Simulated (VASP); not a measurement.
# ZrH (I-4m2) in VASP: single point with LDA

Aim: the single point of ZrH with LDA.

All numbers are computed with VASP 6.6.1; they aren't measurements. Logs are shortened: lines on timing, memory, paths and dates and some standing lists are left out, and cuts for length are marked.

## 1. The cell of the first run

The structure is tetragonal, space group I-4m2 (No. 119). The conventional cell has a = 3.196 Å, b = 3.196 Å, c = 4.987 Å, α = 90.00°, β = 90.00°, γ = 90.00°. Within 2.7 Å of Zr (site symmetry -4m2) lie 4 H at 2.03 Å. H (site symmetry -4m2) has 4 Zr at 2.03 Å within 2.7 Å.

## 2. Single point, LDA

Contents of INCAR:

```
SYSTEM = ZrH
ALGO     = Normal         ! electronic algorithm
EDIFF    = 1E-6           ! SCF threshold, eV
ENCUT    = 520            ! plane-wave cutoff, eV
GGA      = CA             ! functional
ISIF     = 2              ! what is computed and relaxed
ISMEAR   = 0              ! smearing method
LASPH    = .True.         ! aspherical terms in the spheres
LCHARG   = .True.         ! write CHGCAR
LELF     = .True.         ! ELF
LREAL    = .False.        ! projectors in reciprocal space
LVHAR    = .True.       
LWAVE    = .False.        ! write WAVECAR
NBANDS   = 14             ! bands
NELM     = 100            ! most SCF steps
PREC     = Accurate       ! precision mode
SIGMA    = 0.1            ! smearing width, eV
```

Contents of KPOINTS:

```
k-points
0
Gamma
  18 18 18
  0 0 0
```

Contents of POSCAR:

```
ZrH
1.0
   -1.5978748295      1.5978748295      2.4935059510
    1.5978748295     -1.5978748295      2.4935059510
    1.5978748295      1.5978748295     -2.4935059510
Zr H
1 1
Direct
    0.0000000000      0.0000000000      0.0000000000
    0.7500000000      0.2500000000      0.5000000000
```

Potentials or basis: VASP PAW LDA potentials, release 64 (Zr_sv, H).

The run is started by

```console
cat potpaw_LDA.64/Zr_sv/POTCAR potpaw_LDA.64/H/POTCAR > POTCAR
mpirun -np 1 vasp_std > vasp.out
```

OUTCAR:

```text
SYSTEM = ZrH
   EDIFF = 1E-6
   ENCUT = 520
   GGA = CA
   ISIF = 2
   ISMEAR = 0
   LASPH = .True.
   LREAL = .False.
   NELM = 100
   PREC = Accurate

 ion  position               nearest neighbor table
   1  0.000  0.000  0.000-   2 2.03   2 2.03   2 2.03   2 2.03
   2  0.750  0.250  0.500-   1 2.03   1 2.03   1 2.03   1 2.03

  LATTYP: Found a body centered tetragonal cell.
 ALAT       =     3.1957496590
 C/A-ratio  =     1.5605139432

  Lattice vectors:

 A1 = (  -1.5978748295,   1.5978748295,   2.4935059510)
 A2 = (   1.5978748295,  -1.5978748295,   2.4935059510)
 A3 = (   1.5978748295,   1.5978748295,  -2.4935059510)

Analysis of symmetry for initial positions (statically):
=====================================================================
 Subroutine PRICEL returns:
 Original cell was already a primitive cell.

 Routine SETGRP: Setting up the symmetry group for a
 body centered tetragonal supercell.

 Subroutine GETGRP returns: Found  8 space group operations
 (whereof  8 operations were pure point group operations)
 out of a pool of 16 trial point group operations.

The static configuration has the point symmetry D_2d.

Analysis of symmetry for dynamics (positions and initial velocities):
=====================================================================
 Subroutine PRICEL returns:
 Original cell was already a primitive cell.

 Routine SETGRP: Setting up the symmetry group for a
 body centered tetragonal supercell.

 Subroutine GETGRP returns: Found  8 space group operations
 (whereof  8 operations were pure point group operations)
 out of a pool of 16 trial point group operations.

The dynamic configuration has the point symmetry D_2d.

 Subroutine INISYM returns: Found  8 space group operations
 (whereof  8 operations are pure point group operations),
 and found     1 'primitive' translations

----------------------------------------------------------------------------------------

                                     Primitive cell

  volume of cell :      25.4657

  direct lattice vectors                    reciprocal lattice vectors
    -1.597874830  1.597874830  2.493505951     0.000000000  0.312915624  0.200520877
     1.597874830 -1.597874830  2.493505951     0.312915624  0.000000000  0.200520877
     1.597874830  1.597874830 -2.493505951     0.312915624  0.312915624  0.000000000

  length of vectors
     3.365112163  3.365112163  3.365112163     0.371651463  0.371651463  0.442529520

  position of ions in fractional coordinates (direct lattice)
     0.000000000  0.000000000  0.000000000
     0.750000000  0.250000000  0.500000000

  ion indices of the primitive-cell ions
   primitive index   ion index
                 1           1
                 2           2

----------------------------------------------------------------------------------------

 KPOINTS: k-points

Automatic generation of k-mesh.
 Grid dimensions read from file:
 generate k-points for:   18   18   18

 Generating k-lattice:

  Cartesian coordinates                     Fractional coordinates (reciprocal lattice)
     0.000000000  0.017384201  0.011140049     0.055555556  0.000000000  0.000000000
     0.017384201  0.000000000  0.011140049     0.000000000  0.055555556  0.000000000
     0.017384201  0.017384201  0.000000000     0.000000000  0.000000000  0.055555556

  Length of vectors
     0.020647304  0.020647304  0.024584973

  Shift w.r.t. Gamma in fractional coordinates (k-lattice)
     0.000000000  0.000000000  0.000000000

 Subroutine IBZKPT returns following result:
 ===========================================

 Found    480 irreducible k-points:

 Following reciprocal coordinates:
            Coordinates               Weight
  0.000000  0.000000  0.000000      1.000000
  0.055556  0.000000 -0.000000      8.000000
  0.111111  0.000000 -0.000000      8.000000
  0.166667  0.000000 -0.000000      8.000000
  0.222222  0.000000 -0.000000      8.000000
  0.277778  0.000000 -0.000000      8.000000
[... 16 lines left out ...]
 -0.277778  0.055556  0.000000     16.000000
 -0.222222  0.055556  0.000000     16.000000
 [... further k-points ...]
   k-points           NKPTS =    480   k-points in BZ     NKDIM =    480   number of bands    NBANDS=     14
   number of dos      NEDOS =    301   number of ions     NIONS =      2
   total plane-waves  NPLWV =  21952
   dimension x,y,z NGX =    28 NGY =   28 NGZ =   28
   dimension x,y,z NGXF=    56 NGYF=   56 NGZF=   56
   ions per type =               1   1
   NGX,Y,Z   is equivalent  to a cutoff of  13.83, 13.83, 13.83 a.u.
   NGXF,Y,Z  is equivalent  to a cutoff of  27.67, 27.67, 27.67 a.u.
 SYSTEM =  ZrH
   PREC   = accura    normal or accurate (medium, high low for compatibility)
   ISTART =      0    job   : 0-new  1-cont  2-samecut
   ICHARG =      2    charge: 1-file 2-atom 10-const
   ISPIN  =      1    spin polarized calculation?
   LNONCOLLINEAR =      F non collinear calculations
   LSORBIT =      F    spin-orbit coupling
   LASPH  =      T    aspherical Exc in radial PAW
   ENCUT  =  520.0 eV  38.22 Ry    6.18 a.u.   6.26  6.26  6.26*2*pi/ulx,y,z
   NELM   =    100;   NELMIN=  2; NELMDL= -5     # of ELM steps
   EDIFF  = 0.1E-05   stopping-criterion for ELM
   LREAL  =      F    real-space projection
   EDIFFG = 0.1E-04   stopping-criterion for IOM
   NSW    =      0    number of steps for IOM
   IBRION =     -1    ionic relax: 0-MD 1-quasi-New 2-CG
   NFREE  =      0    steps in history (QN), initial steepest desc. (CG)
   ISIF   =      2    stress and relaxation
   ISYM   =      2    0-nonsym 1-usesym 2-fastsym
   POTIM  = 0.5000    time-step for ionic-motion
   TEBEG  =    0.0;   TEEND  =   0.0 temperature during run
   PSTRESS=    0.0 pullay stress
   NELECT =      13.0000    total number of electrons
   NUPDOWN=      -1.0000    fix difference up-down
   EMIN   =  10.00;   EMAX   =-10.00  energy-range for DOS
   EFERMI =   0.00;   METHOD = LEGACY
   ISMEAR =     0;   SIGMA  =   0.10  broadening in eV -4-tet -1-fermi 0-gaus
   EFERMI_NEDOS =   21; number of points for ismear=-14 and -15
   IALGO  =     38    algorithm
   IMIX   =      4    mixing-type and parameters
     AMIX     =   0.40;   BMIX     =  1.00
     AMIX_MAG =   1.60;   BMIX_MAG =  1.00
  volume/ion in A,a.u.               =      12.73        85.93
  Fermi-wavevector in a.u.,A,eV,Ry     =   1.308390  2.472499 23.291611  1.711885
  Thomas-Fermi vector in A             =   2.439060
   LORBIT       =      0    0 simple, 1 ext, 2 COOP (PROOUT), +10 PAW based schemes
   GGA     = CA    functional components
   LHFCALC =     F    Hartree Fock is set to
   AEXX    =    0.0000 exact exchange contribution
   IVDW    =     0    specifies the selected vdW correction
   LEPSILON=     F    determine dielectric tensor
   LRPA    =     F    only Hartree local field effects (RPA)
 non-spin polarized calculation
 Gauss-broadening in eV      SIGMA  =   0.10
  energy-cutoff  :      520.00
  volume of cell :       25.47
 maximum number of plane-waves:       700
 NGX is ok and might be reduce to    28
   NGX = 13   NGY = 13   NGZ = 13

 number of electron      13.0000000 magnetization

 Free energy of the ion-electron system (eV)
  ---------------------------------------------------
  ext. energy  EPLUGINS =         0.00000000
  ---------------------------------------------------
  free energy    TOTEN  =       -13.55391565 eV

  energy without entropy =      -13.54674346  energy(sigma->0) =      -13.55032956

 E-fermi :   8.0724     XC(G=0): -11.3526

 val. band max:        8.0719428236   @ k =  -0.1111   0.0556   0.0000
 cond. band min:       8.0749780824   @ k =  -0.1667  -0.3333   0.1111
 fundamental gap:      0.0030352588
 Fermi energy:         8.0723980333

 k-point     1 :       0.0000    0.0000    0.0000
  band No.  band energies     occupation
      1     -40.3295      2.00000
      2     -18.1468      2.00000
      3     -18.0986      2.00000
      4     -18.0986      2.00000
      5       0.1564      2.00000
      6       8.1155      0.54192
      7       9.0101      0.00000
      8       9.0101      0.00000
      9      10.2948      0.00000
     10      11.7935      0.00000
     11      12.4476      0.00000
     12      20.4860      0.00000
     13      22.6359      0.00000
     14      22.6359      0.00000

 k-point     2 :       0.0556    0.0000   -0.0000
  band No.  band energies     occupation
      1     -40.3262      2.00000
      2     -18.1586      2.00000
      3     -18.1181      2.00000
      4     -18.1002      2.00000
      5       0.2312      2.00000
      6       8.0912      0.78991
      7       8.8441      0.00000
      8       9.0549      0.00000
      9      10.2975      0.00000
     10      11.7317      0.00000
     11      12.7485      0.00000
     12      20.5492      0.00000
     13      22.2244      0.00000
     14      22.8216      0.00000

 k-point     3 :       0.1111    0.0000   -0.0000
  band No.  band energies     occupation
      1     -40.3168      2.00000
      2     -18.2186      2.00000
      3     -18.1472      2.00000
      4     -18.1048      2.00000
      5       0.4446      2.00000
      6       7.8906      1.98988
      7       8.6558      0.00000
      8       9.1788      0.00000
      9      10.3013      0.00000
     10      11.5740      0.00000
     11      13.4663      0.00000
     12      20.4552      0.00000
     13      21.9517      0.00000
     14      23.3540      0.00000

 k-point     4 :       0.1667    0.0000   -0.0000
  band No.  band energies     occupation
      1     -40.3023      2.00000
      2     -18.3299      2.00000
      3     -18.1706      2.00000
      4     -18.1117      2.00000
      5       0.7636      2.00000
      6       7.5047      2.00000
      7       8.6464      0.00000
      8       9.3453      0.00000
      9      10.3799      0.00000
     10      11.3962      0.00000
     11      14.2975      0.00000
     12      19.9775      0.00000
     13      22.4641      0.00000
     14      24.1656      0.00000

 k-point     5 :       0.2222    0.0000   -0.0000
  band No.  band energies     occupation
      1     -40.2845      2.00000
      2     -18.4668      2.00000
      3     -18.1958      2.00000
      4     -18.1202      2.00000
      5       1.1337      2.00000
      6       7.1822      2.00000
      7       8.6274      0.00000
      8       9.4807      0.00000
      9      10.6380      0.00000
     10      11.3108      0.00000
     11      14.9798      0.00000
[... 276 lines left out ...]
 k-point    22 :      -0.3333    0.0556    0.0000
  band No.  band energies     occupation
      1     -40.2498      2.00000
      2     -18.7076      2.00000
      3     -18.2469      2.00000
      4     -18.1468      2.00000
      5       1.7319      2.00000
      6       7.0144      2.00000
      7       8.5415      0.00000
      8       9.3564      0.00000
      9      11.3392      0.00000
     10      11.8163      0.00000
     11      15.5389      0.00000
     12      18.6643      0.00000
     13      22.8022      0.00000
     14      23.7222      0.00000

 k-point    23 :      -0.2778    0.0556    0.0000
  band No.  band energies     occupation
      1     -40.2681      2.00000
      2     -18.5736      2.00000
      3     -18.2229      2.00000
      4     -18.1370      2.00000
      5       1.4365      2.00000
      6       6.9939      2.00000
      7       8.6501      0.00000
      8       9.4533      0.00000
      9      10.9135      0.00000
     10      11.3874      0.00000
     11      15.4242      0.00000
     12      19.3291      0.00000
     13      23.0512      0.00000
     14      23.9573      0.00000

 k-point    24 :      -0.2222    0.0556    0.0000
  band No.  band energies     occupation
      1     -40.2868      2.00000
      2     -18.4320      2.00000
      3     -18.1978      2.00000
      4     -18.1279      2.00000
      5       1.0768      2.00000
      6       7.2047      2.00000
      7       8.6828      0.00000
      8       9.4217      0.00000
      9      10.6213      0.00000
     10      11.1976      0.00000
     11      14.9792      0.00000
     12      19.7494      0.00000
     13      22.7500      0.00000
     14      24.2724      0.00000

 [... further k-points ...]

------------------------ aborting loop because EDIFF is reached ----------------------------------------

  FORCE on cell =-STRESS in cart. coord.  units (eV):
  Direction    XX          YY          ZZ          XY          YZ          ZX
  --------------------------------------------------------------------------------------
  -------------------------------------------------------------------------------------
  Total        0.0160119      0.0160119      0.0306588      0.0000000     -0.0000000      0.0000000
  in kB        1.0073877      1.0073877      1.9288999      0.0000000     -0.0000000      0.0000000
  external PRESSURE =       1.3145584 kB  Pullay stress =       0.0000000 kB

 VOLUME and BASIS-vectors are now :
 -----------------------------------------------------------------------------
  energy-cutoff  :      520.00
  volume of cell :       25.47
      direct lattice vectors                 reciprocal lattice vectors
    -1.597874830  1.597874830  2.493505951     0.000000000  0.312915624  0.200520877
     1.597874830 -1.597874830  2.493505951     0.312915624  0.000000000  0.200520877
     1.597874830  1.597874830 -2.493505951     0.312915624  0.312915624  0.000000000

 POSITION                                       TOTAL-FORCE (eV/Angst)
 -----------------------------------------------------------------------------------
      0.00000      0.00000      0.00000         0.000000      0.000000      0.000000
      0.00000      1.59787      1.24675        -0.000000     -0.000000     -0.000000
 -----------------------------------------------------------------------------------
    total drift:                               -0.000000      0.000000      0.000000

  FREE ENERGIE OF THE ION-ELECTRON SYSTEM (eV)
  ---------------------------------------------------
  free  energy   TOTEN  =       -13.5539156535 eV

  energy  without entropy=      -13.5467434633  energy(sigma->0) =      -13.55032956
```

Run time: 81 s. Hardware: 1 thread of Intel Xeon 6975P-C (Granite Rapids), shared host; peak memory 0.28 GiB.

Results:

```
Free energy            : -13.5539 eV
Pressure               : 0.1 GPa
Band gap on the k mesh : zero (an odd number of electrons rules out a gap without spin polarisation)
```

Levels at points of the mesh, in eV from the Fermi level:
| k point | band 2 | band 3 | band 4 | band 5 | band 6 | band 7 | band 8 | band 9 | band 10 | band 11 |
| --- | --- | --- | --- | --- | --- | --- | --- | --- | --- | --- |
| (0.00, 0.00, 0.00) | -26.22 | -26.17 | -26.17 | -7.92 | 0.04 | 0.94 | 0.94 | 2.22 | 3.72 | 4.38 |
| (0.50, 0.00, 0.00) | -27.01 | -26.35 | -26.22 | -6.06 | -0.21 | 0.11 | 1.11 | 4.39 | 4.84 | 6.94 |
| (0.50, 0.50, 0.00) | -26.97 | -26.58 | -26.44 | -5.53 | -2.80 | 1.06 | 4.39 | 4.54 | 5.55 | 7.77 |
| (0.50, 0.50, 0.50) | -26.97 | -26.37 | -26.37 | -5.32 | -2.86 | 0.04 | 4.85 | 4.96 | 4.96 | 9.16 |
